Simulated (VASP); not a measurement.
# Rh in VASP: single point with LDA

Aim: the single point of Rh with LDA.

Everything below comes from runs of VASP 6.6.1. Logs are shortened: lines on timing, memory, paths and dates and some standing lists are left out, and cuts for length are marked.

### 1 The cell of the first run

The typed cell holds 5 atoms: a = 5.828 Å, b = 5.828 Å, c = 2.653 Å, α = 102.70°, β = 131.24°, γ = 90.00°.

### 2 Single point, LDA

The input, INCAR:

```
ALGO = Fast ; EDIFF = 1E-6
ENCUT = 520 ; GGA = CA
ISIF = 2 ; ISMEAR = 0
LASPH = T ; LCHARG = F
LREAL = F ; LWAVE = F
NBANDS = 46 ; NELM = 100
PREC = Accurate ; SIGMA = 0.1
```

The input, KPOINTS:

```
k-points
0
Gamma
  6 6 18
```

The input, POSCAR:

```
Rh
1.0
    5.8280390599     -0.0000000178     -0.0004345406
   -0.0000000178      5.8280390565     -0.0004783947
   -1.7485547450     -0.5829613637      1.9080854069
Rh
5
Direct
    0.0000000000      0.0000000000      0.0000000000
    0.2000000000      0.4000000000      0.0000000000
    0.4000000000      0.8000000000      0.0000000000
    0.6000000000      0.2000000000      0.0000000000
    0.8000000000      0.6000000000      0.0000000000
```

Potentials or basis: VASP PAW LDA potentials, release 64 (Rh_pv).

Command:

```bash
cat potpaw_LDA.64/Rh_pv/POTCAR > POTCAR
mpirun -np 1 vasp_std > vasp.out
```

OUTCAR:

```text
EDIFF = 1E-6
   ENCUT = 520
   GGA = CA
   ISIF = 2
   ISMEAR = 0
   LASPH = T
   LREAL = F
   NELM = 100
   PREC = Accurate

 ion  position               nearest neighbor table
   1  0.000  0.000  0.000-   3 2.61   4 2.61   2 2.61   5 2.61   4 2.65   3 2.65   5 2.65   2 2.65
                             3 2.65   4 2.65
   2  0.200  0.400  0.000-   4 2.61   5 2.61   3 2.61   1 2.61   5 2.65   4 2.65   1 2.65   3 2.65
                             4 2.65   5 2.65
   3  0.400  0.800  0.000-   5 2.61   1 2.61   2 2.61   4 2.61   5 2.65   1 2.65   2 2.65   4 2.65
                             5 2.65   1 2.65
   4  0.600  0.200  0.000-   2 2.61   1 2.61   5 2.61   3 2.61   2 2.65   1 2.65   5 2.65   3 2.65
                             2 2.65   1 2.65
   5  0.800  0.600  0.000-   3 2.61   2 2.61   4 2.61   1 2.61   2 2.65   3 2.65   1 2.65   4 2.65
                             3 2.65   2 2.65

  LATTYP: Found a triclinic cell.
 ALAT       =     4.6208713263
 B/A-ratio  =     1.6955241787
 C/A-ratio  =     0.5741206254
 COS(alpha) =     0.0117890174
 COS(beta)  =     0.3168870000
 COS(gamma) =     0.6702272992

  Lattice vectors:

 A1 = (  -2.3309295699,   1.1659227452,  -3.8157362732)
 A2 = (  -4.0794843327,   6.4110004380,  -1.9081292610)
 A3 = (   1.7485547450,   0.5829613637,  -1.9080854069)

Analysis of symmetry for initial positions (statically):
=====================================================================
 Subroutine PRICEL returns following result:

  LATTYP: Found a triclinic cell.
 ALAT       =     2.6528248396
 B/A-ratio  =     1.3894530463
 C/A-ratio  =     0.9998486983
 COS(alpha) =     0.0000783217
 COS(beta)  =     0.5172820334
 COS(gamma) =     0.6948048330

  Lattice vectors:

 A1 = (   0.5826608825,  -1.7485691821,   1.9080072696)
 A2 = (   1.1656078227,  -3.4968234375,   0.0002001287)
 A3 = (   1.7482686874,   0.5826464369,   1.9077290036)

   5 primitive cells build up your supercell.

 Routine SETGRP: Setting up the symmetry group for a
 triclinic supercell.

 Subroutine GETGRP returns: Found  2 space group operations
 (whereof  2 operations were pure point group operations)
 out of a pool of  2 trial point group operations.

The static configuration has the point symmetry S_2 .

Analysis of symmetry for dynamics (positions and initial velocities):
=====================================================================
 Subroutine PRICEL returns following result:

  LATTYP: Found a triclinic cell.
 ALAT       =     2.6528248396
 B/A-ratio  =     1.3894530463
 C/A-ratio  =     0.9998486983
 COS(alpha) =     0.0000783217
 COS(beta)  =     0.5172820334
 COS(gamma) =     0.6948048330

  Lattice vectors:

 A1 = (   0.5826608825,  -1.7485691821,   1.9080072696)
 A2 = (   1.1656078227,  -3.4968234375,   0.0002001287)
 A3 = (   1.7482686874,   0.5826464369,   1.9077290036)

   5 primitive cells build up your supercell.

 Routine SETGRP: Setting up the symmetry group for a
 triclinic supercell.

 Subroutine GETGRP returns: Found  2 space group operations
 (whereof  2 operations were pure point group operations)
 out of a pool of  2 trial point group operations.

The dynamic configuration has the point symmetry S_2 .

 Subroutine INISYM returns: Found  2 space group operations
 (whereof  2 operations are pure point group operations),
 and found     5 'primitive' translations

----------------------------------------------------------------------------------------

                                     Primitive cell

  volume of cell :      12.9608

  direct lattice vectors                    reciprocal lattice vectors
     0.582660883 -1.748569182  1.908007270    -0.514713824 -0.171541282  0.524081762
     1.165607823 -3.496823437  0.000200129     0.343149060 -0.171605809 -0.262055691
     1.748268687  0.582646437  1.907729004     0.514752903  0.171584306  0.000052750

  length of vectors
     2.652824840  3.685975555  2.652423463     0.754333099  0.464621369  0.542597206

  position of ions in fractional coordinates (direct lattice)
     0.000000000  0.000000000  0.000000000

  ion indices of the primitive-cell ions
   primitive index   ion index
                 1           1

----------------------------------------------------------------------------------------

 KPOINTS: k-points

Automatic generation of k-mesh.
 Grid dimensions read from file:
 generate k-points for:    6    6   18

 Generating k-lattice:

  Cartesian coordinates                     Fractional coordinates (reciprocal lattice)
     0.028599337  0.000002151  0.026208869     0.166666667 -0.000000000  0.000000000
     0.000000652  0.028598101  0.008737935    -0.000000000  0.166666667 -0.000000000
     0.000002171  0.000002390  0.029118584     0.000000000  0.000000000  0.055555556

  Length of vectors
     0.038792099  0.029903225  0.029118584

  Shift w.r.t. Gamma in fractional coordinates (k-lattice)
     0.000000000  0.000000000  0.000000000

 Subroutine IBZKPT returns following result:
 ===========================================

 Found    328 irreducible k-points:

 Following reciprocal coordinates:
            Coordinates               Weight
  0.000000  0.000000  0.000000      1.000000
  0.166667 -0.000000  0.000000      2.000000
  0.333333 -0.000000  0.000000      2.000000
  0.500000  0.000000  0.000000      1.000000
  0.000000  0.166667  0.000000      2.000000
  0.166667  0.166667  0.000000      2.000000
[... 16 lines left out ...]
  0.333333 -0.000000  0.055556      2.000000
  0.500000  0.000000  0.055556      2.000000
 [... further k-points ...]
   k-points           NKPTS =    328   k-points in BZ     NKDIM =    328   number of bands    NBANDS=     46
   number of dos      NEDOS =    301   number of ions     NIONS =      5
   total plane-waves  NPLWV =  46080
   dimension x,y,z NGX =    48 NGY =   48 NGZ =   20
   dimension x,y,z NGXF=    96 NGYF=   96 NGZF=   40
   ions per type =               5
   NGX,Y,Z   is equivalent  to a cutoff of  13.69, 13.69, 12.53 a.u.
   NGXF,Y,Z  is equivalent  to a cutoff of  27.38, 27.38, 25.07 a.u.
 SYSTEM =  unknown system
   PREC   = accura    normal or accurate (medium, high low for compatibility)
   ISTART =      0    job   : 0-new  1-cont  2-samecut
   ICHARG =      2    charge: 1-file 2-atom 10-const
   ISPIN  =      1    spin polarized calculation?
   LNONCOLLINEAR =      F non collinear calculations
   LSORBIT =      F    spin-orbit coupling
   LASPH  =      T    aspherical Exc in radial PAW
   ENCUT  =  520.0 eV  38.22 Ry    6.18 a.u.  10.84 10.84  4.93*2*pi/ulx,y,z
   NELM   =    100;   NELMIN=  2; NELMDL= -5     # of ELM steps
   EDIFF  = 0.1E-05   stopping-criterion for ELM
   LREAL  =      F    real-space projection
   EDIFFG = 0.1E-04   stopping-criterion for IOM
   NSW    =      0    number of steps for IOM
   IBRION =     -1    ionic relax: 0-MD 1-quasi-New 2-CG
   NFREE  =      0    steps in history (QN), initial steepest desc. (CG)
   ISIF   =      2    stress and relaxation
   ISYM   =      2    0-nonsym 1-usesym 2-fastsym
   POTIM  = 0.5000    time-step for ionic-motion
   TEBEG  =    0.0;   TEEND  =   0.0 temperature during run
   PSTRESS=    0.0 pullay stress
   NELECT =      75.0000    total number of electrons
   NUPDOWN=      -1.0000    fix difference up-down
   EMIN   =  10.00;   EMAX   =-10.00  energy-range for DOS
   EFERMI =   0.00;   METHOD = LEGACY
   ISMEAR =     0;   SIGMA  =   0.10  broadening in eV -4-tet -1-fermi 0-gaus
   EFERMI_NEDOS =   21; number of points for ismear=-14 and -15
   IALGO  =     68    algorithm
   IMIX   =      4    mixing-type and parameters
     AMIX     =   0.40;   BMIX     =  1.00
     AMIX_MAG =   1.60;   BMIX_MAG =  1.00
  volume/ion in A,a.u.               =      12.96        87.46
  Fermi-wavevector in a.u.,A,eV,Ry     =   1.718810  3.248080 40.195798  2.954308
  Thomas-Fermi vector in A             =   2.795554
   LORBIT       =      0    0 simple, 1 ext, 2 COOP (PROOUT), +10 PAW based schemes
   GGA     = CA    functional components
   LHFCALC =     F    Hartree Fock is set to
   AEXX    =    0.0000 exact exchange contribution
   IVDW    =     0    specifies the selected vdW correction
   LEPSILON=     F    determine dielectric tensor
   LRPA    =     F    only Hartree local field effects (RPA)
 non-spin polarized calculation
 RMM-DIIS sequential band-by-band and
 Gauss-broadening in eV      SIGMA  =   0.10
  energy-cutoff  :      520.00
  volume of cell :       64.80
 maximum number of plane-waves:      1765
 NGX is ok and might be reduce to    48
   NGX = 21   NGY = 21   NGZ =  9

 number of electron      75.0000006 magnetization

 Free energy of the ion-electron system (eV)
  ---------------------------------------------------
  ext. energy  EPLUGINS =         0.00000000
  ---------------------------------------------------
  free energy    TOTEN  =       -43.34829811 eV

  energy without entropy =      -43.31879795  energy(sigma->0) =      -43.33354803

 E-fermi :  12.8330     XC(G=0): -14.7307

 val. band max:       12.8322643066   @ k =  -0.1667   0.1667   0.3889
 cond. band min:      12.8347160707   @ k =  -0.3333   0.1667   0.0556
 fundamental gap:      0.0024517641
 Fermi energy:        12.8330230440

 k-point     1 :       0.0000    0.0000    0.0000
  band No.  band energies     occupation
      1     -34.2247      2.00000
      2     -34.2247      2.00000
      3     -34.1179      2.00000
      4     -34.1179      2.00000
      5     -33.7784      2.00000
      6     -33.7784      2.00000
[... 38 lines left out ...]
     45      17.7895      0.00000
     46      22.3366      0.00000

 k-point     2 :       0.1667   -0.0000    0.0000
  band No.  band energies     occupation
      1     -34.2182      2.00000
      2     -34.2134      2.00000
      3     -34.1742      2.00000
      4     -34.0695      2.00000
      5     -33.8011      2.00000
      6     -33.7169      2.00000
[... 38 lines left out ...]
     45      18.3018      0.00000
     46      22.1091      0.00000

 k-point     3 :       0.3333   -0.0000    0.0000
  band No.  band energies     occupation
      1     -34.3103      2.00000
      2     -34.1748      2.00000
      3     -34.0869      2.00000
      4     -34.0453      2.00000
      5     -33.7776      2.00000
      6     -33.7161      2.00000
[... 1018 lines left out ...]
     45      15.9499      0.00000
     46      22.1063      0.00000

 k-point    24 :       0.5000    0.0000    0.0556
  band No.  band energies     occupation
      1     -34.3278      2.00000
      2     -34.1381      2.00000
      3     -34.1276      2.00000
      4     -33.9530      2.00000
      5     -33.7693      2.00000
      6     -33.7584      2.00000
[... 38 lines left out ...]
     45      15.4482      0.00000
     46      22.2888      0.00000

 [... further k-points ...]

------------------------ aborting loop because EDIFF is reached ----------------------------------------

  FORCE on cell =-STRESS in cart. coord.  units (eV):
  Direction    XX          YY          ZZ          XY          YZ          ZX
  --------------------------------------------------------------------------------------
  -------------------------------------------------------------------------------------
  Total        4.6329765      4.6074268      0.4161181      0.0287266     -0.0006553     -0.0011976
  in kB      114.5429948    113.9113174     10.2878592      0.7102185     -0.0162006     -0.0296093
  external PRESSURE =      79.5807238 kB  Pullay stress =       0.0000000 kB

 VOLUME and BASIS-vectors are now :
 -----------------------------------------------------------------------------
  energy-cutoff  :      520.00
  volume of cell :       64.80
      direct lattice vectors                 reciprocal lattice vectors
     5.828039060 -0.000000018 -0.000434541     0.171596024  0.000012909  0.157253217
    -0.000000018  5.828039056 -0.000478395     0.000003910  0.171588603  0.052427612
    -1.748554745 -0.582961364  1.908085407     0.000039080  0.000043024  0.524134512

 POSITION                                       TOTAL-FORCE (eV/Angst)
 -----------------------------------------------------------------------------------
      0.00000      0.00000      0.00000         0.000000     -0.000000      0.000000
      1.16561      2.33122     -0.00028         0.000000     -0.000000      0.000000
      2.33122      4.66243     -0.00056         0.000000     -0.000000      0.000000
      3.49682      1.16561     -0.00036        -0.000000      0.000000     -0.000000
      4.66243      3.49682     -0.00063        -0.000000      0.000000     -0.000000
 -----------------------------------------------------------------------------------
    total drift:                                0.000000      0.000000     -0.000000

  FREE ENERGIE OF THE ION-ELECTRON SYSTEM (eV)
  ---------------------------------------------------
  free  energy   TOTEN  =       -43.3482981087 eV

  energy  without entropy=      -43.3187979514  energy(sigma->0) =      -43.33354803
```

Run time: 6.6 min. Hardware: 1 thread of Intel Xeon 6975P-C (Granite Rapids), shared host; peak memory 0.67 GiB.

What came out:

```
Free energy            : -43.3483 eV
Pressure               : 8.0 GPa
Band gap on the k mesh : zero (an odd number of electrons rules out a gap without spin polarisation)
```

Caveat: the stress differs along the axes, from 1 to 11 GPa.
